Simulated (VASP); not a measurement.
# La (Pm-3m) in VASP: further runs

La is run at these levels: RPBE; tasks: single point.

All numbers are computed with VASP 6.6.1; they aren't measurements. Logs are shortened: lines on timing, memory, paths and dates and some standing lists are left out, and cuts for length are marked.

### Step 1. The cell of the first run

The structure is cubic, space group Pm-3m (No. 221). Conventional cell: a = 3.386 Å, b = 3.386 Å, c = 3.386 Å, α = 90.00°, β = 90.00°, γ = 90.00°. Within 4.5 Å of La (site symmetry m-3m) lie 6 La at 3.39 Å.

### Step 2. Single point, RPBE

INCAR reads:

```
ALGO     = Normal         # electronic algorithm
EDIFF    = 1E-7           # SCF threshold, eV
ENCUT    = 520            # plane-wave cutoff, eV
GGA      = RP             # functional
ISIF     = 2              # what is computed and relaxed
ISMEAR   = -1             # smearing method
LASPH    = T              # aspherical terms in the spheres
LCHARG   = F              # write CHGCAR
LREAL    = F              # projectors in reciprocal space
LWAVE    = F              # write WAVECAR
NBANDS   = 12             # bands
NELM     = 80             # most SCF steps
PREC     = Accurate       # precision mode
SIGMA    = 0.1            # smearing width, eV
```

KPOINTS reads:

```
k-points
0
Gamma
  9 9 9
```

POSCAR reads:

```
La
1.0
    3.3858533678      0.0000000000      0.0000000000
    0.0000000000      3.3858533678      0.0000000000
    0.0000000000      0.0000000000      3.3858533678
La
1
Direct
    0.0000000000      0.0000000000      0.0000000000
```

Potentials or basis: VASP PAW PBE potentials, release 64 (La).

Launch:

```
cat potpaw_PBE.64/La/POTCAR > POTCAR
mpirun -np 1 vasp_std > vasp.out
```

OUTCAR:

```text
EDIFF = 1E-7
   ENCUT = 520
   GGA = RP
   ISIF = 2
   ISMEAR = -1
   LASPH = T
   LREAL = F
   NELM = 80
   PREC = Accurate

 ion  position               nearest neighbor table
   1  0.000  0.000  0.000-

  LATTYP: Found a simple cubic cell.
 ALAT       =     3.3858533678

  Lattice vectors:

 A1 = (   3.3858533678,   0.0000000000,   0.0000000000)
 A2 = (   0.0000000000,   3.3858533678,   0.0000000000)
 A3 = (   0.0000000000,   0.0000000000,   3.3858533678)

Analysis of symmetry for initial positions (statically):
=====================================================================
 Subroutine PRICEL returns:
 Original cell was already a primitive cell.

 Routine SETGRP: Setting up the symmetry group for a
 simple cubic supercell.

 Subroutine GETGRP returns: Found 48 space group operations
 (whereof 48 operations were pure point group operations)
 out of a pool of 48 trial point group operations.

The static configuration has the point symmetry O_h .

Analysis of symmetry for dynamics (positions and initial velocities):
=====================================================================
 Subroutine PRICEL returns:
 Original cell was already a primitive cell.

 Routine SETGRP: Setting up the symmetry group for a
 simple cubic supercell.

 Subroutine GETGRP returns: Found 48 space group operations
 (whereof 48 operations were pure point group operations)
 out of a pool of 48 trial point group operations.

The dynamic configuration has the point symmetry O_h .

 Subroutine INISYM returns: Found 48 space group operations
 (whereof 48 operations are pure point group operations),
 and found     1 'primitive' translations

----------------------------------------------------------------------------------------

                                     Primitive cell

  volume of cell :      38.8154

  direct lattice vectors                    reciprocal lattice vectors
     3.385853368  0.000000000  0.000000000     0.295346517  0.000000000  0.000000000
     0.000000000  3.385853368  0.000000000     0.000000000  0.295346517  0.000000000
     0.000000000  0.000000000  3.385853368     0.000000000  0.000000000  0.295346517

  length of vectors
     3.385853368  3.385853368  3.385853368     0.295346517  0.295346517  0.295346517

  position of ions in fractional coordinates (direct lattice)
     0.000000000  0.000000000  0.000000000

  ion indices of the primitive-cell ions
   primitive index   ion index
                 1           1
[... 73 lines left out ...]
   LREAL  =      F    real-space projection
   EDIFFG = 0.1E-05   stopping-criterion for IOM
   NSW    =      0    number of steps for IOM
   IBRION =     -1    ionic relax: 0-MD 1-quasi-New 2-CG
   NFREE  =      0    steps in history (QN), initial steepest desc. (CG)
   ISIF   =      2    stress and relaxation
   ISYM   =      2    0-nonsym 1-usesym 2-fastsym
   POTIM  = 0.5000    time-step for ionic-motion
   TEBEG  =    0.0;   TEEND  =   0.0 temperature during run
   PSTRESS=    0.0 pullay stress
   NELECT =      11.0000    total number of electrons
   NUPDOWN=      -1.0000    fix difference up-down
   EMIN   =  10.00;   EMAX   =-10.00  energy-range for DOS
   EFERMI =   0.00;   METHOD = LEGACY
   ISMEAR =    -1;   SIGMA  =   0.10  broadening in eV -4-tet -1-fermi 0-gaus
   EFERMI_NEDOS =   21; number of points for ismear=-14 and -15
   IALGO  =     38    algorithm
   IMIX   =      4    mixing-type and parameters
     AMIX     =   0.40;   BMIX     =  1.00
     AMIX_MAG =   1.60;   BMIX_MAG =  1.00
  volume/ion in A,a.u.               =      38.82       261.94
  Fermi-wavevector in a.u.,A,eV,Ry     =   1.075320  2.032059 15.732584  1.156312
  Thomas-Fermi vector in A             =   2.211173
   LORBIT       =      0    0 simple, 1 ext, 2 COOP (PROOUT), +10 PAW based schemes
   GGA     = RP    functional components
   LHFCALC =     F    Hartree Fock is set to
   AEXX    =    0.0000 exact exchange contribution
   IVDW    =     0    specifies the selected vdW correction
   LEPSILON=     F    determine dielectric tensor
   LRPA    =     F    only Hartree local field effects (RPA)
 non-spin polarized calculation
  energy-cutoff  :      520.00
  volume of cell :       38.82
 maximum number of plane-waves:      1058
 NGX is ok and might be reduce to    28
   NGX = 13   NGY = 13   NGZ = 13

 number of electron      11.0000001 magnetization

 Free energy of the ion-electron system (eV)
  ---------------------------------------------------
  ext. energy  EPLUGINS =         0.00000000
  ---------------------------------------------------
  free energy    TOTEN  =        -4.06491021 eV

  energy without entropy =       -3.99936702  energy(sigma->0) =       -4.03213862

 E-fermi :   7.4260     XC(G=0):  -9.2436

 val. band max:        7.4101684416   @ k =   0.3333   0.1111   0.1111
 cond. band min:       7.4260607456   @ k =   0.3333   0.3333   0.3333
 fundamental gap:      0.0158923040
 Fermi energy:         7.4260488373

 k-point     1 :       0.0000    0.0000    0.0000
  band No.  band energies     occupation
      1     -25.7565      2.00000
      2      -8.6165      2.00000
      3      -8.6165      2.00000
      4      -8.6165      2.00000
      5       4.5184      2.00000
      6       6.3883      1.99994
      7       6.3883      1.99994
      8       9.1573      0.00000
      9       9.1573      0.00000
     10       9.1573      0.00000
     11       9.3350      0.00000
     12       9.3350      0.00000
[... 331 lines left out ...]
 k-point    24 :       0.4444    0.3333    0.1111
  band No.  band energies     occupation
      1     -25.4058      2.00000
      2     -10.0051      2.00000
      3      -9.6382      2.00000
      4      -8.5374      2.00000
      5       5.8728      2.00000
      6       7.9168      0.01467
      7       8.5341      0.00003
      8       8.8692      0.00000
      9       9.1416      0.00000
     10       9.1932      0.00000
     11       9.3217      0.00000
     12       9.5014      0.00000

 [... further k-points ...]
[... 5 lines left out ...]
  --------------------------------------------------------------------------------------
  -------------------------------------------------------------------------------------
  Total        0.0051282      0.0051282      0.0051282     -0.0000000      0.0000000      0.0000000
  in kB        0.2116778      0.2116778      0.2116778     -0.0000000      0.0000000      0.0000000
  external PRESSURE =       0.2116778 kB  Pullay stress =       0.0000000 kB

 VOLUME and BASIS-vectors are now :
 -----------------------------------------------------------------------------
  energy-cutoff  :      520.00
  volume of cell :       38.82
      direct lattice vectors                 reciprocal lattice vectors
     3.385853368  0.000000000  0.000000000     0.295346517  0.000000000  0.000000000
     0.000000000  3.385853368  0.000000000     0.000000000  0.295346517  0.000000000
     0.000000000  0.000000000  3.385853368     0.000000000  0.000000000  0.295346517

 POSITION                                       TOTAL-FORCE (eV/Angst)
 -----------------------------------------------------------------------------------
      0.00000      0.00000      0.00000         0.000000      0.000000      0.000000
 -----------------------------------------------------------------------------------
    total drift:                                0.000000      0.000000      0.000000

  FREE ENERGIE OF THE ION-ELECTRON SYSTEM (eV)
  ---------------------------------------------------
  free  energy   TOTEN  =        -4.0649102080 eV

  energy  without entropy=       -3.9993670243  energy(sigma->0) =       -4.03213862
```

Wall time 27 s (1 thread of Intel Xeon Platinum 8488C (Sapphire Rapids), shared host); peak memory 0.17 GiB.

Results:

```
Free energy : -4.0649 eV
Pressure    : 0.0 GPa
```

Levels at points of the mesh, in eV from the Fermi level:
```tsv
k point	band 2	band 3	band 4	band 5	band 6	band 7	band 8	band 9	band 10	band 11
(0.00, 0.00, 0.00)	-16.04	-16.04	-16.04	-2.91	-1.04	-1.04	1.73	1.73	1.73	1.91
```

Caveat: the PAW data sets were made with another functional, which shifts forces and pressure a little; spin-orbit coupling is left out, which moves the levels of the heavy elements.

### Step 3. Single point, RPBE (volume scaled by 0.88)

INCAR reads:

```
  ALGO = Normal
  EDIFF = 1E-6
  ENCUT = 520
  GGA = RP
  ISIF = 2
  ISMEAR = -1
  LASPH = T
  LCHARG = F
  LREAL = F
  LWAVE = F
  NBANDS = 12
  NELM = 60
  PREC = Accurate
  SIGMA = 0.1
```

KPOINTS reads:

```
k-points
0
Gamma
  11 11 11
```

POSCAR reads:

```
La
1.0
    3.2446090119      0.0000000000      0.0000000000
    0.0000000000      3.2446090119      0.0000000000
    0.0000000000      0.0000000000      3.2446090119
La
1
Direct
    0.0000000000      0.0000000000      0.0000000000
```

Potentials or basis: VASP PAW PBE potentials, release 64 (La).

Launch:

```
cat potpaw_PBE.64/La/POTCAR > POTCAR
mpirun -np 1 vasp_std > vasp.out
```

Wall time 21 s (1 thread of Intel Xeon Platinum 8488C (Sapphire Rapids), shared host); peak memory 0.16 GiB.

The run converged. Its results:

- Free energy: -4.0105 eV
- Pressure: 3.4 GPa

Levels at points of the mesh, in eV from the Fermi level:
| k point | band 2 | band 3 | band 4 | band 5 | band 6 | band 7 | band 8 | band 9 | band 10 | band 11 |
| --- | --- | --- | --- | --- | --- | --- | --- | --- | --- | --- |
| (0.00, 0.00, 0.00) | -15.62 | -15.62 | -15.62 | -2.77 | -1.23 | -1.23 | 2.02 | 2.02 | 2.02 | 2.27 |

Caveat: the PAW data sets were made with another functional, which shifts forces and pressure a little; spin-orbit coupling is left out, which moves the levels of the heavy elements.

### Step 4. Single point, RPBE (volume scaled by 0.92)

INCAR reads:

```
  PREC = Accurate
  ENCUT = 520
  EDIFF = 1E-6
  ISMEAR = -1
  SIGMA = 0.1
  LREAL = False
  LASPH = True
  NELM = 100
  ALGO = Normal
  ISIF = 2
  LWAVE = False
  LCHARG = False
  GGA = RP
  NBANDS = 12
```

KPOINTS reads:

```
Automatic mesh
0
Gamma
  11 11 11
```

POSCAR reads:

```
La
1.0
    3.2930431527      0.0000000000      0.0000000000
    0.0000000000      3.2930431527      0.0000000000
    0.0000000000      0.0000000000      3.2930431527
La
1
Direct
    0.0000000000      0.0000000000      0.0000000000
```

Launch:

```
cat potpaw_PBE.64/La/POTCAR > POTCAR
mpirun -np 1 vasp_std > vasp.out
```

It took 27 s on 1 thread of Intel Xeon Platinum 8488C (Sapphire Rapids), shared host; peak memory 0.16 GiB.

The run converged. Its results:

```yaml
Free_energy: -4.0369 eV
Pressure: 2.1 GPa
```

Levels at points of the mesh, in eV from the Fermi level:
```
           k point  band 2  band 3  band 4  band 5  band 6  band 7  band 8  band 9  band 10  band 11
(0.00, 0.00, 0.00)  -15.76  -15.76  -15.76   -2.81   -1.15   -1.15    1.93    1.93     1.93     2.15
```

Caveat: the PAW data sets were made with another functional, which shifts forces and pressure a little; spin-orbit coupling is left out, which moves the levels of the heavy elements.

### Step 5. The runs side by side

| cell | k mesh | gap on the mesh (eV) | pressure (GPa) |
| --- | --- | --- | --- |
| a = 3.386 Å, 1 atom | 9 × 9 × 9 | none | 0.0 |
| a = 3.245 Å, 1 atom | 11 × 11 × 11 | none | 3.4 |
| a = 3.293 Å, 1 atom | 11 × 11 × 11 | none | 2.1 |

Alike in all rows: task single point; level RPBE; potentials or basis VASP PAW PBE potentials, release 64 (La); no spin polarisation; cutoff (eV) 520; smearing fermi-dirac 0.1 eV.

Caveats: the PAW data sets were made with another functional, which shifts forces and pressure a little; spin-orbit coupling is left out, which moves the levels of the heavy elements.

Absolute energies hang on the potentials; compare differences alone.
